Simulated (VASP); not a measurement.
# TaTl (P4/mmm) in VASP: notebook

Runs on TaTl. Level: PBE. Tasks: single point.

Everything below comes from runs of VASP 6.6.1. Logs are shortened: lines on timing, memory, paths and dates and some standing lists are left out, and cuts for length are marked.

### 1 The cell of the first run

The structure is tetragonal, space group P4/mmm (No. 123). The conventional cell has a = 3.449 Å, b = 3.449 Å, c = 4.262 Å, α = 90.00°, β = 90.00°, γ = 90.00°. Ta (site symmetry 4/mmm) has 8 Tl at 3.24 Å and 6 Ta at 3.45 to 4.26 Å within 4.3 Å. Within 4.3 Å of Tl (site symmetry 4/mmm) lie 8 Ta at 3.24 Å and 6 Tl at 3.45 to 4.26 Å.

### 2 Single point, PBE (volume scaled by 0.98)

INCAR reads:

```
SYSTEM = TaTl
ALGO     = Normal         ! electronic algorithm
EDIFF    = 1E-7           ! SCF threshold, eV
ENCUT    = 520            ! plane-wave cutoff, eV
GGA      = PE             ! functional
ISIF     = 2              ! what is computed and relaxed
ISMEAR   = -1             ! smearing method
LASPH    = .TRUE.         ! aspherical terms in the spheres
LCHARG   = .FALSE.        ! write CHGCAR
LREAL    = .FALSE.        ! projectors in reciprocal space
LWAVE    = .FALSE.        ! write WAVECAR
NBANDS   = 19             ! bands
NELM     = 80             ! most SCF steps
PREC     = Accurate       ! precision mode
SIGMA    = 0.05           ! smearing width, eV
```

KPOINTS reads:

```
k-points
0
G
  8 8 6
  0 0 0
```

POSCAR reads:

```
TaTl
1.0
    3.4488852047      0.0000000000      0.0000000000
    0.0000000000      3.4488852047      0.0000000000
    0.0000000000      0.0000000000      4.2616626685
Ta Tl
1 1
Direct
    0.5000000000      0.5000000000      0.5000000000
    0.0000000000      0.0000000000      0.0000000000
```

Potentials or basis: VASP PAW PBE potentials, release 64 (Ta_pv, Tl_d).

Command:

```
$ cat potpaw_PBE.64/Ta_pv/POTCAR potpaw_PBE.64/Tl_d/POTCAR > POTCAR
$ mpirun -np 1 vasp_std > vasp.out
```

OUTCAR:

```text
SYSTEM = TaTl
   EDIFF = 1E-7
   ENCUT = 520
   GGA = PE
   ISIF = 2
   ISMEAR = -1
   LASPH = .TRUE.
   LREAL = .FALSE.
   NELM = 80
   PREC = Accurate

 ion  position               nearest neighbor table
   1  0.500  0.500  0.500-   2 3.24   2 3.24   2 3.24   2 3.24   2 3.24   2 3.24   2 3.24   2 3.24

   2  0.000  0.000  0.000-   1 3.24   1 3.24   1 3.24   1 3.24   1 3.24   1 3.24   1 3.24   1 3.24

  LATTYP: Found a simple tetragonal cell.
 ALAT       =     3.4488852047
 C/A-ratio  =     1.2356638205

  Lattice vectors:

 A1 = (   3.4488852047,   0.0000000000,   0.0000000000)
 A2 = (   0.0000000000,   3.4488852047,   0.0000000000)
 A3 = (   0.0000000000,   0.0000000000,   4.2616626685)

Analysis of symmetry for initial positions (statically):
=====================================================================
 Subroutine PRICEL returns:
 Original cell was already a primitive cell.

 Routine SETGRP: Setting up the symmetry group for a
 simple tetragonal supercell.

 Subroutine GETGRP returns: Found 16 space group operations
 (whereof 16 operations were pure point group operations)
 out of a pool of 16 trial point group operations.

The static configuration has the point symmetry D_4h.

Analysis of symmetry for dynamics (positions and initial velocities):
=====================================================================
 Subroutine PRICEL returns:
 Original cell was already a primitive cell.

 Routine SETGRP: Setting up the symmetry group for a
 simple tetragonal supercell.

 Subroutine GETGRP returns: Found 16 space group operations
 (whereof 16 operations were pure point group operations)
 out of a pool of 16 trial point group operations.

The dynamic configuration has the point symmetry D_4h.

 Subroutine INISYM returns: Found 16 space group operations
 (whereof 16 operations are pure point group operations),
 and found     1 'primitive' translations

----------------------------------------------------------------------------------------

                                     Primitive cell

  volume of cell :      50.6917

  direct lattice vectors                    reciprocal lattice vectors
     3.448885205  0.000000000  0.000000000     0.289948763  0.000000000  0.000000000
     0.000000000  3.448885205  0.000000000     0.000000000  0.289948763  0.000000000
     0.000000000  0.000000000  4.261662668     0.000000000  0.000000000  0.234650201

[... 68 lines left out ...]
   dimension x,y,z NGX =    28 NGY =   28 NGZ =   32
   dimension x,y,z NGXF=    56 NGYF=   56 NGZF=   64
   ions per type =               1   1
   NGX,Y,Z   is equivalent  to a cutoff of  13.50, 13.50, 12.48 a.u.
   NGXF,Y,Z  is equivalent  to a cutoff of  26.99, 26.99, 24.97 a.u.
 SYSTEM =  TaTl
   PREC   = accura    normal or accurate (medium, high low for compatibility)
   ISTART =      0    job   : 0-new  1-cont  2-samecut
   ICHARG =      2    charge: 1-file 2-atom 10-const
   ISPIN  =      1    spin polarized calculation?
   LNONCOLLINEAR =      F non collinear calculations
   LSORBIT =      F    spin-orbit coupling
   LASPH  =      T    aspherical Exc in radial PAW
   ENCUT  =  520.0 eV  38.22 Ry    6.18 a.u.   6.41  6.41  7.92*2*pi/ulx,y,z
   NELM   =     80;   NELMIN=  2; NELMDL= -5     # of ELM steps
   EDIFF  = 0.1E-06   stopping-criterion for ELM
   LREAL  =      F    real-space projection
   EDIFFG = 0.1E-05   stopping-criterion for IOM
   NSW    =      0    number of steps for IOM
   IBRION =     -1    ionic relax: 0-MD 1-quasi-New 2-CG
   NFREE  =      0    steps in history (QN), initial steepest desc. (CG)
   ISIF   =      2    stress and relaxation
   ISYM   =      2    0-nonsym 1-usesym 2-fastsym
   POTIM  = 0.5000    time-step for ionic-motion
   TEBEG  =    0.0;   TEEND  =   0.0 temperature during run
   PSTRESS=    0.0 pullay stress
   NELECT =      24.0000    total number of electrons
   NUPDOWN=      -1.0000    fix difference up-down
   EMIN   =  10.00;   EMAX   =-10.00  energy-range for DOS
   EFERMI =   0.00;   METHOD = LEGACY
   ISMEAR =    -1;   SIGMA  =   0.05  broadening in eV -4-tet -1-fermi 0-gaus
   EFERMI_NEDOS =   21; number of points for ismear=-14 and -15
   IALGO  =     38    algorithm
   IMIX   =      4    mixing-type and parameters
     AMIX     =   0.40;   BMIX     =  1.00
     AMIX_MAG =   1.60;   BMIX_MAG =  1.00
  volume/ion in A,a.u.               =      25.35       171.04
  Fermi-wavevector in a.u.,A,eV,Ry     =   1.275948  2.411193 22.150883  1.628044
  Thomas-Fermi vector in A             =   2.408632
   LORBIT       =      0    0 simple, 1 ext, 2 COOP (PROOUT), +10 PAW based schemes
   GGA     = PE    functional components
[... 5 lines left out ...]
 non-spin polarized calculation
  energy-cutoff  :      520.00
  volume of cell :       50.69
 maximum number of plane-waves:      1384
 NGX is ok and might be reduce to    28
   NGX = 13   NGY = 13   NGZ = 15

 number of electron      24.0000002 magnetization

 Free energy of the ion-electron system (eV)
  ---------------------------------------------------
  ext. energy  EPLUGINS =         0.00000000
  ---------------------------------------------------
  free energy    TOTEN  =       -11.90826743 eV

  energy without entropy =      -11.89471001  energy(sigma->0) =      -11.90148872

 E-fermi :   5.7367     XC(G=0): -10.9134

 val. band max:        5.7011575900   @ k =   0.2500   0.2500   0.3333
 cond. band min:       5.7787569098   @ k =   0.1250   0.0000   0.5000
 fundamental gap:      0.0775993199
 Fermi energy:         5.7366954285

 k-point     1 :       0.0000    0.0000    0.0000
  band No.  band energies     occupation
      1     -29.7371      2.00000
      2     -29.5563      2.00000
      3     -29.5563      2.00000
      4      -5.8529      2.00000
      5      -5.6783      2.00000
      6      -5.4089      2.00000
[... 505 lines left out ...]
      6      -5.5338      2.00000
[... 11 lines left out ...]
     18      13.2735      0.00000
     19      14.4488      0.00000

 [... further k-points ...]
[... 5 lines left out ...]
  --------------------------------------------------------------------------------------
  -------------------------------------------------------------------------------------
  Total       -5.6677378     -5.6677378     -3.6371966      0.0000000     -0.0000000      0.0000000
  in kB     -179.1363749   -179.1363749   -114.9584278      0.0000000     -0.0000000      0.0000000
  external PRESSURE =    -157.7437259 kB  Pullay stress =       0.0000000 kB

 VOLUME and BASIS-vectors are now :
 -----------------------------------------------------------------------------
  energy-cutoff  :      520.00
  volume of cell :       50.69
      direct lattice vectors                 reciprocal lattice vectors
     3.448885205  0.000000000  0.000000000     0.289948763  0.000000000  0.000000000
     0.000000000  3.448885205  0.000000000     0.000000000  0.289948763  0.000000000
     0.000000000  0.000000000  4.261662668     0.000000000  0.000000000  0.234650201

 POSITION                                       TOTAL-FORCE (eV/Angst)
 -----------------------------------------------------------------------------------
      1.72444      1.72444      2.13083         0.000000      0.000000      0.000000
      0.00000      0.00000      0.00000         0.000000      0.000000      0.000000
 -----------------------------------------------------------------------------------
    total drift:                               -0.000000      0.000000      0.000000

  FREE ENERGIE OF THE ION-ELECTRON SYSTEM (eV)
  ---------------------------------------------------
  free  energy   TOTEN  =       -11.9082674282 eV

  energy  without entropy=      -11.8947100115  energy(sigma->0) =      -11.90148872
```

stdout:

```text
POSCAR found type information on POSCAR TaTl
 POSCAR found :  2 types and       2 ions
 scaLAPACK will be used
 LDA part: xc-table for (Slater+PW92), standard interpolation
 POSCAR, INCAR and KPOINTS ok, starting setup
 FFT: planning ... GRIDC
 FFT: planning ... GRID_SOFT
 FFT: planning ... GRID
 WAVECAR not read
 entering main loop
```

Wall time 54 s (1 thread of Intel Xeon Platinum 8259CL at 2.50GHz (Skylake/Cascade Lake), shared host); peak memory 0.2 GiB.

Results:

```
Free energy            : -11.9083 eV
Pressure               : -15.8 GPa
Band gap on the k mesh : zero (band 12 reaches 6.31 eV, above the bottom of band 13 at 5.51 eV)
```

Levels at points of the mesh, in eV from the Fermi level:
```tsv
k point	band 10	band 11	band 12	band 13	band 14	band 15
(0.00, 0.00, 0.00)	-1.55	-1.33	0.58	1.40	1.40	2.11
(0.50, 0.00, 0.00)	-4.82	-1.60	-1.11	0.34	1.35	3.20
(0.50, 0.50, 0.00)	-1.18	-1.18	-0.66	0.13	0.13	1.79
(0.00, 0.00, 0.50)	-5.55	-1.41	0.30	0.30	0.57	2.04
(0.50, 0.00, 0.50)	-2.25	-1.91	-1.63	0.91	1.15	1.30
(0.50, 0.50, 0.50)	-2.77	-2.67	-2.67	1.16	3.13	3.46
```

Caveat: the cell differs from its parent crystal (volume scaled by 0.98); spin-orbit coupling is left out, which moves the levels of the heavy elements.

### 3 Single point, PBE

This run uses another cell than the first one, of 25.86 Å³/atom, 1.020 times its volume.

INCAR reads:

```
PREC = Accurate
ENCUT = 520
EDIFF = 1E-6
ISMEAR = -1
SIGMA = 0.05
LREAL = F
LASPH = T
NELM = 80
ALGO = Normal
ISIF = 2
LWAVE = F
LCHARG = F
GGA = PE
NBANDS = 19
```

KPOINTS reads:

```
regular mesh
0
Gamma
  8 8 6
```

POSCAR reads:

```
TaTl
1.0
    3.4721891900      0.0000000000      0.0000000000
    0.0000000000      3.4721891900      0.0000000000
    0.0000000000      0.0000000000      4.2904585600
Ta Tl
1 1
Direct
    0.5000000000      0.5000000000      0.5000000000
    0.0000000000      0.0000000000      0.0000000000
```

Potentials or basis: VASP PAW PBE potentials, release 64 (Ta_pv, Tl_d).

Command:

```
$ cat potpaw_PBE.64/Ta_pv/POTCAR potpaw_PBE.64/Tl_d/POTCAR > POTCAR
$ mpirun -np 1 vasp_std > vasp.out
```

OUTCAR:

```text
PREC = Accurate
   ENCUT = 520
   EDIFF = 1E-6
   ISMEAR = -1
   LREAL = F
   LASPH = T
   NELM = 80
   ISIF = 2
   GGA = PE

 ion  position               nearest neighbor table
   1  0.500  0.500  0.500-   2 3.26   2 3.26   2 3.26   2 3.26   2 3.26   2 3.26   2 3.26   2 3.26

   2  0.000  0.000  0.000-   1 3.26   1 3.26   1 3.26   1 3.26   1 3.26   1 3.26   1 3.26   1 3.26

  LATTYP: Found a simple tetragonal cell.
 ALAT       =     3.4721891900
 C/A-ratio  =     1.2356638205

  Lattice vectors:

[... 190 lines left out ...]
      4      -5.9917      2.00000
      5      -5.8216      2.00000
      6      -5.5698      2.00000
[... 505 lines left out ...]
      6      -5.6895      2.00000
[... 11 lines left out ...]
     18      12.9577      0.00000
     19      14.1196      0.00000

 [... further k-points ...]
[... 5 lines left out ...]
  --------------------------------------------------------------------------------------
  -------------------------------------------------------------------------------------
  Total       -5.9924312     -5.9924312     -3.9607724      0.0000000      0.0000000      0.0000000
  in kB     -185.6107673   -185.6107673   -122.6817583      0.0000000      0.0000000      0.0000000
  external PRESSURE =    -164.6344310 kB  Pullay stress =       0.0000000 kB

 VOLUME and BASIS-vectors are now :
 -----------------------------------------------------------------------------
  energy-cutoff  :      520.00
  volume of cell :       51.73
      direct lattice vectors                 reciprocal lattice vectors
     3.472189190  0.000000000  0.000000000     0.288002740  0.000000000  0.000000000
     0.000000000  3.472189190  0.000000000     0.000000000  0.288002740  0.000000000
     0.000000000  0.000000000  4.290458560     0.000000000  0.000000000  0.233075320

 POSITION                                       TOTAL-FORCE (eV/Angst)
 -----------------------------------------------------------------------------------
      1.73609      1.73609      2.14523         0.000000      0.000000      0.000000
      0.00000      0.00000      0.00000         0.000000      0.000000      0.000000
 -----------------------------------------------------------------------------------
    total drift:                               -0.000000      0.000000      0.000000

  FREE ENERGIE OF THE ION-ELECTRON SYSTEM (eV)
  ---------------------------------------------------
  free  energy   TOTEN  =       -11.8045657817 eV

  energy  without entropy=      -11.7909004138  energy(sigma->0) =      -11.79773310
```

It took 37 s on 1 thread of Intel Xeon Platinum 8259CL at 2.50GHz (Skylake/Cascade Lake), shared host; peak memory 0.2 GiB.

What came out:

| Quantity | Value |
| --- | --- |
| Free energy | -11.8046 eV |
| Pressure | -16.5 GPa |
| Band gap on the k mesh | zero (band 12 reaches 6.13 eV, above the bottom of band 13 at 5.33 eV) |

Stress tensor (GPa, compression positive):
```
-18.56   0.00   0.00
  0.00 -18.56   0.00
  0.00   0.00 -12.27
```

Caveat: spin-orbit coupling is left out, which moves the levels of the heavy elements.

### 4 Single point, PBE (volume scaled by 1.02)

INCAR reads:

```
ALGO = Normal ; EDIFF = 1E-7
ENCUT = 520 ; GGA = PE
ISIF = 2 ; ISMEAR = -1
LASPH = T ; LCHARG = F
LREAL = F ; LWAVE = F
NBANDS = 19 ; NELM = 80
PREC = Accurate ; SIGMA = 0.05
```

KPOINTS reads:

```
k-points
0
Gamma
  8 8 6
```

POSCAR reads:

```
TaTl
1.0
    3.4951844905      0.0000000000      0.0000000000
    0.0000000000      3.4951844905      0.0000000000
    0.0000000000      0.0000000000      4.3188730209
Ta Tl
1 1
Direct
    0.5000000000      0.5000000000      0.5000000000
    0.0000000000      0.0000000000      0.0000000000
```

Command:

```
$ cat potpaw_PBE.64/Ta_pv/POTCAR potpaw_PBE.64/Tl_d/POTCAR > POTCAR
$ mpirun -np 1 vasp_std > vasp.out
```

Wall time 42 s (1 thread of Intel Xeon Platinum 8259CL at 2.50GHz (Skylake/Cascade Lake), shared host); peak memory 0.21 GiB.

It converged, with:

- Free energy: -11.6969 eV
- Pressure: -17.0 GPa
- Band gap on the k mesh: zero (band 12 reaches 5.95 eV, above the bottom of band 13 at 5.16 eV)

Stress tensor (GPa, compression positive):
```
-19.07   0.00   0.00
  0.00 -19.07   0.00
  0.00   0.00 -12.90
```

Levels at points of the mesh, in eV from the Fermi level:
```
           k point  band 9  band 10  band 11  band 12  band 13  band 14  band 15  band 16
(0.00, 0.00, 0.00)   -9.15    -1.50    -1.26     0.58     1.31     1.31     1.98     3.25
(0.50, 0.00, 0.00)   -6.24    -4.65    -1.50    -1.03     0.33     1.28     3.01     4.84
(0.50, 0.50, 0.00)   -5.01    -1.11    -1.11    -0.67     0.11     0.11     1.60     2.93
(0.00, 0.00, 0.50)   -7.57    -5.38    -1.33     0.30     0.30     0.54     1.93     8.03
(0.50, 0.00, 0.50)   -6.15    -2.13    -1.89    -1.55     0.86     1.06     1.21     2.33
(0.50, 0.50, 0.50)   -3.43    -2.62    -2.52    -2.52     1.08     2.94     3.31     3.31
```

Caveat: the cell differs from its parent crystal (volume scaled by 1.02); spin-orbit coupling is left out, which moves the levels of the heavy elements.

### 5 The runs side by side

| cell | gap on the mesh (eV) | pressure (GPa) |
| --- | --- | --- |
| a = 3.449, b = 3.449, c = 4.262 Å, 2 atoms | none | -15.8 |
| a = 3.472, b = 3.472, c = 4.290 Å, 2 atoms | none | -16.5 |
| a = 3.495, b = 3.495, c = 4.319 Å, 2 atoms | none | -17.0 |

Alike in all rows: task single point; level PBE; potentials or basis VASP PAW PBE potentials, release 64 (Ta_pv, Tl_d); no spin polarisation; k mesh 8 × 8 × 6; cutoff (eV) 520; smearing fermi-dirac 0.05 eV.

Caveats: spin-orbit coupling is left out, which moves the levels of the heavy elements.

Total energies depend on the potentials used, so only differences within one code and one set of settings carry meaning.
